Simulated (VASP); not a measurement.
# BP (F-43m) in VASP: a series of runs, part 2 of 2

VASP 6.6.1.

**3. Single point, PBE**

INCAR reads:

```
SYSTEM = BP
PREC = Accurate ; ENCUT = 500
EDIFF = 1E-6 ; ISMEAR = 1
SIGMA = 0.053 ; LREAL = .FALSE.
LASPH = .TRUE. ; NELM = 120
ALGO = Normal ; ISIF = 2
LWAVE = .FALSE. ; LCHARG = .FALSE.
GGA = PE ; NBANDS = 11
GGA_COMPAT = .FALSE.
```

KPOINTS reads:

```
Automatic mesh
0
G
  7 7 7
  0 0 0
```

POSCAR reads:

```
BP
1.0
    0.0000000000      2.3783720000      2.3783720000
    2.3783720000      0.0000000000      2.3783720000
    2.3783720000      2.3783720000      0.0000000000
P B
1 1
Direct
    0.2500000000      0.2500000000      0.2500000000
    0.0000000000      0.0000000000      0.0000000000
```

Potentials or basis: VASP PAW PBE potentials, release 64 (P, B).

Started as:

```
> cat potpaw_PBE.64/P/POTCAR potpaw_PBE.64/B/POTCAR > POTCAR
> mpirun -np 1 vasp_std > vasp.out
```

OUTCAR:

```text
SYSTEM = BP
   PREC = Accurate
   ENCUT = 500
   EDIFF = 1E-6
   ISMEAR = 1
   LREAL = .FALSE.
   LASPH = .TRUE.
   NELM = 120
   ISIF = 2
   GGA = PE

 ion  position               nearest neighbor table
   1  0.250  0.250  0.250-   2 2.06   2 2.06   2 2.06   2 2.06
   2  0.000  0.000  0.000-   1 2.06   1 2.06   1 2.06   1 2.06

  LATTYP: Found a face centered cubic cell.
 ALAT       =     4.7567440000

  Lattice vectors:

 A1 = (   0.0000000000,   2.3783720000,   2.3783720000)
 A2 = (   2.3783720000,   0.0000000000,   2.3783720000)
 A3 = (   2.3783720000,   2.3783720000,   0.0000000000)

Analysis of symmetry for initial positions (statically):
=====================================================================
 Subroutine PRICEL returns:
 Original cell was already a primitive cell.

 Routine SETGRP: Setting up the symmetry group for a
 face centered cubic supercell.

 Subroutine GETGRP returns: Found 24 space group operations
 (whereof 24 operations were pure point group operations)
 out of a pool of 48 trial point group operations.

The static configuration has the point symmetry T_d .

Analysis of symmetry for dynamics (positions and initial velocities):
=====================================================================
 Subroutine PRICEL returns:
 Original cell was already a primitive cell.

 Routine SETGRP: Setting up the symmetry group for a
 face centered cubic supercell.

 Subroutine GETGRP returns: Found 24 space group operations
 (whereof 24 operations were pure point group operations)
 out of a pool of 48 trial point group operations.

The dynamic configuration has the point symmetry T_d .

 Subroutine INISYM returns: Found 24 space group operations
 (whereof 24 operations are pure point group operations),
 and found     1 'primitive' translations

----------------------------------------------------------------------------------------

                                     Primitive cell

[... 112 lines left out ...]
   AEXX    =    0.0000 exact exchange contribution
   IVDW    =     0    specifies the selected vdW correction
   LEPSILON=     F    determine dielectric tensor
   LRPA    =     F    only Hartree local field effects (RPA)
 non-spin polarized calculation
 Methfessel and Paxton  Order N= 1 SIGMA  =   0.05
  energy-cutoff  :      500.00
  volume of cell :       26.91
 maximum number of plane-waves:       701
 NGX is ok and might be reduce to    28
   NGX = 13   NGY = 13   NGZ = 13

 number of electron       8.0000000 magnetization

 Free energy of the ion-electron system (eV)
  ---------------------------------------------------
  ext. energy  EPLUGINS =         0.00000000
  ---------------------------------------------------
  free energy    TOTEN  =       -12.72565875 eV

  energy without entropy =      -12.72568562  energy(sigma->0) =      -12.72566771

 E-fermi :   5.8877     XC(G=0): -10.3070

 val. band max:        5.8431074139   @ k =   0.0000   0.0000   0.0000
 cond. band min:       7.2798447819   @ k =   0.4286   0.4286   0.0000
 fundamental gap:      1.4367373680
 Fermi energy:         5.8877271143

 k-point     1 :       0.0000    0.0000    0.0000
  band No.  band energies     occupation
      1      -8.4130      2.00000
      2       5.8431      2.00000
      3       5.8431      2.00000
      4       5.8431      2.00000
      5       9.0687      0.00000
      6       9.0687      0.00000
      7       9.0687      0.00000
      8      11.1735      0.00000
      9      16.4834      0.00000
     10      17.5932      0.00000
     11      17.5932      0.00000
[... 253 lines left out ...]
 k-point    20 :      -0.2857    0.4286    0.1429
  band No.  band energies     occupation
      1      -4.2917      2.00000
      2      -1.5713      2.00000
      3       0.5592      2.00000
      4       2.0035      2.00000
      5       9.8145      0.00000
      6      12.3795      0.00000
      7      12.9873      0.00000
      8      13.5565      0.00000
      9      16.8254      0.00000
     10      19.3535      0.00000
     11      21.7431      0.00000

------------------------ aborting loop because EDIFF is reached ----------------------------------------

  FORCE on cell =-STRESS in cart. coord.  units (eV):
  Direction    XX          YY          ZZ          XY          YZ          ZX
  --------------------------------------------------------------------------------------
  -------------------------------------------------------------------------------------
  Total       -2.8357144     -2.8357144     -2.8357144     -0.0000000     -0.0000000     -0.0000000
  in kB     -168.8510323   -168.8510323   -168.8510323     -0.0000000     -0.0000000     -0.0000000
  external PRESSURE =    -168.8510323 kB  Pullay stress =       0.0000000 kB

 VOLUME and BASIS-vectors are now :
 -----------------------------------------------------------------------------
  energy-cutoff  :      500.00
  volume of cell :       26.91
      direct lattice vectors                 reciprocal lattice vectors
     0.000000000  2.378372000  2.378372000    -0.210227837  0.210227837  0.210227837
     2.378372000  0.000000000  2.378372000     0.210227837 -0.210227837  0.210227837
     2.378372000  2.378372000  0.000000000     0.210227837  0.210227837 -0.210227837

 POSITION                                       TOTAL-FORCE (eV/Angst)
 -----------------------------------------------------------------------------------
      1.18919      1.18919      1.18919         0.000000      0.000000      0.000000
      0.00000      0.00000      0.00000        -0.000000     -0.000000     -0.000000
 -----------------------------------------------------------------------------------
    total drift:                                0.000000      0.000000      0.000000

  FREE ENERGIE OF THE ION-ELECTRON SYSTEM (eV)
  ---------------------------------------------------
  free  energy   TOTEN  =       -12.7256587472 eV

  energy  without entropy=      -12.7256856238  energy(sigma->0) =      -12.72566771
```

OSZICAR:

```text
N       E                     dE             d eps       ncg     rms          rms(c)
DAV:   1     0.777930364916E+01    0.77793E+01   -0.36310E+03   440   0.621E+02
DAV:   2    -0.125959085203E+02   -0.20375E+02   -0.19333E+02   564   0.987E+01
DAV:   3    -0.131680646867E+02   -0.57216E+00   -0.57097E+00   542   0.149E+01
DAV:   4    -0.131708364733E+02   -0.27718E-02   -0.27708E-02   493   0.122E+00
DAV:   5    -0.131708538954E+02   -0.17422E-04   -0.17421E-04   527   0.977E-02    0.586E+00
DAV:   6    -0.127857015986E+02    0.38515E+00   -0.10154E+00   488   0.398E+00    0.319E+00
DAV:   7    -0.127310858956E+02    0.54616E-01   -0.12275E-01   532   0.178E+00    0.116E+00
DAV:   8    -0.127250836882E+02    0.60022E-02   -0.20832E-02   499   0.795E-01    0.141E-01
DAV:   9    -0.127254446266E+02   -0.36094E-03   -0.74018E-04   511   0.168E-01    0.731E-02
DAV:  10    -0.127256462797E+02   -0.20165E-03   -0.24616E-04   492   0.973E-02    0.246E-02
DAV:  11    -0.127256576227E+02   -0.11343E-04   -0.11510E-05   552   0.226E-02    0.220E-02
DAV:  12    -0.127256588475E+02   -0.12248E-05   -0.36473E-06   485   0.966E-03    0.705E-03
DAV:  13    -0.127256587472E+02    0.10021E-06   -0.75278E-08   244   0.189E-03
   1 F= -.12725659E+02 E0= -.12725668E+02  d E =0.268766E-04
```

stdout:

```text
POSCAR found type information on POSCAR P B
 POSCAR found :  2 types and       2 ions
 scaLAPACK will be used
 LDA part: xc-table for (Slater+PW92), standard interpolation
 POSCAR, INCAR and KPOINTS ok, starting setup
 FFT: planning ... GRIDC
 FFT: planning ... GRID_SOFT
 FFT: planning ... GRID
 WAVECAR not read
 entering main loop
```

It took 11 s on 1 thread of Intel Xeon 8259CL, shared host; peak memory 0.14 GiB.

What came out:

* Free energy: -12.7257 eV
* Pressure: -16.9 GPa
* Band gap on the k mesh: 1.44 eV, indirect (least direct gap 3.23 eV)

Levels at points of the mesh, in eV from the valence-band top:
```tsv
k point	band 1	band 2	band 3	band 4	band 5	band 6	band 7	band 8	band 9
(0.00, 0.00, 0.00)	-14.26	0.00	0.00	0.00	3.23	3.23	3.23	5.33	10.64
```

**4. Single point, revPBE**

INCAR reads:

```
SYSTEM = BP
  PREC = Accurate
  ENCUT = 500
  EDIFF = 1E-6
  ISMEAR = 1
  SIGMA = 0.053
  LREAL = .FALSE.
  LASPH = .TRUE.
  NELM = 120
  ALGO = Normal
  ISIF = 2
  LWAVE = .FALSE.
  LCHARG = .TRUE.
  GGA = RE
  LELF = .TRUE.
  LVHAR = .TRUE.
  NBANDS = 11
  GGA_COMPAT = .FALSE.
```

KPOINTS reads:

```
regular mesh
0
G
  7 7 7
  0 0 0
```

POSCAR is that of step 3.

Potentials or basis: VASP PAW PBE potentials, release 64 (P, B).

Started as:

```
> cat potpaw_PBE.64/P/POTCAR potpaw_PBE.64/B/POTCAR > POTCAR
> mpirun -np 1 vasp_std > vasp.out
```

OUTCAR:

```text
SYSTEM = BP
   PREC = Accurate
   ENCUT = 500
   EDIFF = 1E-6
   ISMEAR = 1
   LREAL = .FALSE.
   LASPH = .TRUE.
   NELM = 120
   ISIF = 2
   GGA = RE

 ion  position               nearest neighbor table
   1  0.250  0.250  0.250-   2 2.06   2 2.06   2 2.06   2 2.06
   2  0.000  0.000  0.000-   1 2.06   1 2.06   1 2.06   1 2.06

  LATTYP: Found a face centered cubic cell.
 ALAT       =     4.7567440000

  Lattice vectors:

 A1 = (   0.0000000000,   2.3783720000,   2.3783720000)
 A2 = (   2.3783720000,   0.0000000000,   2.3783720000)
 A3 = (   2.3783720000,   2.3783720000,   0.0000000000)

Analysis of symmetry for initial positions (statically):
=====================================================================
 Subroutine PRICEL returns:
 Original cell was already a primitive cell.

 Routine SETGRP: Setting up the symmetry group for a
 face centered cubic supercell.

 Subroutine GETGRP returns: Found 24 space group operations
 (whereof 24 operations were pure point group operations)
 out of a pool of 48 trial point group operations.

The static configuration has the point symmetry T_d .

Analysis of symmetry for dynamics (positions and initial velocities):
=====================================================================
 Subroutine PRICEL returns:
 Original cell was already a primitive cell.

 Routine SETGRP: Setting up the symmetry group for a
 face centered cubic supercell.

 Subroutine GETGRP returns: Found 24 space group operations
 (whereof 24 operations were pure point group operations)
 out of a pool of 48 trial point group operations.

The dynamic configuration has the point symmetry T_d .

 Subroutine INISYM returns: Found 24 space group operations
 (whereof 24 operations are pure point group operations),
 and found     1 'primitive' translations

----------------------------------------------------------------------------------------

                                     Primitive cell

[... 112 lines left out ...]
   AEXX    =    0.0000 exact exchange contribution
   IVDW    =     0    specifies the selected vdW correction
   LEPSILON=     F    determine dielectric tensor
   LRPA    =     F    only Hartree local field effects (RPA)
 non-spin polarized calculation
 Methfessel and Paxton  Order N= 1 SIGMA  =   0.05
  energy-cutoff  :      500.00
  volume of cell :       26.91
 maximum number of plane-waves:       701
 NGX is ok and might be reduce to    28
   NGX = 13   NGY = 13   NGZ = 13

 number of electron       8.0000000 magnetization

 Free energy of the ion-electron system (eV)
  ---------------------------------------------------
  ext. energy  EPLUGINS =         0.00000000
  ---------------------------------------------------
  free energy    TOTEN  =       -12.21742447 eV

  energy without entropy =      -12.21745135  energy(sigma->0) =      -12.21743343

 E-fermi :   5.9548     XC(G=0): -10.2407

 val. band max:        5.9102302320   @ k =   0.0000   0.0000   0.0000
 cond. band min:       7.3670229216   @ k =   0.4286   0.4286   0.0000
 fundamental gap:      1.4567926896
 Fermi energy:         5.9548499339

 k-point     1 :       0.0000    0.0000    0.0000
  band No.  band energies     occupation
      1      -8.3568      2.00000
      2       5.9102      2.00000
      3       5.9102      2.00000
      4       5.9102      2.00000
      5       9.1337      0.00000
      6       9.1337      0.00000
      7       9.1337      0.00000
      8      11.2698      0.00000
      9      16.6833      0.00000
     10      17.5973      0.00000
     11      17.5973      0.00000
[... 253 lines left out ...]
 k-point    20 :      -0.2857    0.4286    0.1429
  band No.  band energies     occupation
      1      -4.2290      2.00000
      2      -1.5340      2.00000
      3       0.6345      2.00000
      4       2.0728      2.00000
      5       9.9030      0.00000
      6      12.4792      0.00000
      7      13.0647      0.00000
      8      13.6480      0.00000
      9      16.9271      0.00000
     10      19.4285      0.00000
     11      21.8793      0.00000

------------------------ aborting loop because EDIFF is reached ----------------------------------------

  FORCE on cell =-STRESS in cart. coord.  units (eV):
  Direction    XX          YY          ZZ          XY          YZ          ZX
  --------------------------------------------------------------------------------------
  -------------------------------------------------------------------------------------
  Total       -2.5597475     -2.5597475     -2.5597475     -0.0000000      0.0000000     -0.0000000
  in kB     -152.4187401   -152.4187401   -152.4187401     -0.0000000      0.0000000     -0.0000000
  external PRESSURE =    -152.4187401 kB  Pullay stress =       0.0000000 kB

 VOLUME and BASIS-vectors are now :
 -----------------------------------------------------------------------------
  energy-cutoff  :      500.00
  volume of cell :       26.91
      direct lattice vectors                 reciprocal lattice vectors
     0.000000000  2.378372000  2.378372000    -0.210227837  0.210227837  0.210227837
     2.378372000  0.000000000  2.378372000     0.210227837 -0.210227837  0.210227837
     2.378372000  2.378372000  0.000000000     0.210227837  0.210227837 -0.210227837

 POSITION                                       TOTAL-FORCE (eV/Angst)
 -----------------------------------------------------------------------------------
      1.18919      1.18919      1.18919         0.000000      0.000000      0.000000
      0.00000      0.00000      0.00000        -0.000000     -0.000000     -0.000000
 -----------------------------------------------------------------------------------
    total drift:                                0.000000      0.000000      0.000000

  FREE ENERGIE OF THE ION-ELECTRON SYSTEM (eV)
  ---------------------------------------------------
  free  energy   TOTEN  =       -12.2174244726 eV

  energy  without entropy=      -12.2174513492  energy(sigma->0) =      -12.21743343
```

OSZICAR:

```text
N       E                     dE             d eps       ncg     rms          rms(c)
DAV:   1     0.825429428142E+01    0.82543E+01   -0.36337E+03   440   0.621E+02
DAV:   2    -0.120545023746E+02   -0.20309E+02   -0.19271E+02   564   0.986E+01
DAV:   3    -0.126219686141E+02   -0.56747E+00   -0.56627E+00   542   0.149E+01
DAV:   4    -0.126247098107E+02   -0.27412E-02   -0.27402E-02   499   0.121E+00
DAV:   5    -0.126247270299E+02   -0.17219E-04   -0.17218E-04   532   0.969E-02    0.638E+00
DAV:   6    -0.122684042211E+02    0.35632E+00   -0.92283E-01   491   0.377E+00    0.354E+00
DAV:   7    -0.122197856457E+02    0.48619E-01   -0.12668E-01   548   0.179E+00    0.122E+00
DAV:   8    -0.122164401111E+02    0.33455E-02   -0.19454E-02   488   0.800E-01    0.127E-01
DAV:   9    -0.122170891784E+02   -0.64907E-03   -0.91083E-04   506   0.181E-01    0.560E-02
DAV:  10    -0.122174016913E+02   -0.31251E-03   -0.39038E-04   501   0.123E-01    0.232E-02
DAV:  11    -0.122174221131E+02   -0.20422E-04   -0.27127E-05   555   0.345E-02    0.176E-02
DAV:  12    -0.122174246034E+02   -0.24902E-05   -0.39930E-06   485   0.127E-02    0.626E-03
DAV:  13    -0.122174244726E+02    0.13079E-06   -0.52261E-08   286   0.163E-03
   1 F= -.12217424E+02 E0= -.12217433E+02  d E =0.268766E-04
```

Run time: 12 s. Hardware: 1 thread of Intel Xeon 8259CL, shared host; peak memory 0.15 GiB.

What came out:

```
Free energy            : -12.2174 eV
Pressure               : -15.2 GPa
Band gap on the k mesh : 1.46 eV, indirect (least direct gap 3.22 eV)
```

Caveat: the PAW data sets were made with another functional, which shifts forces and pressure a little.
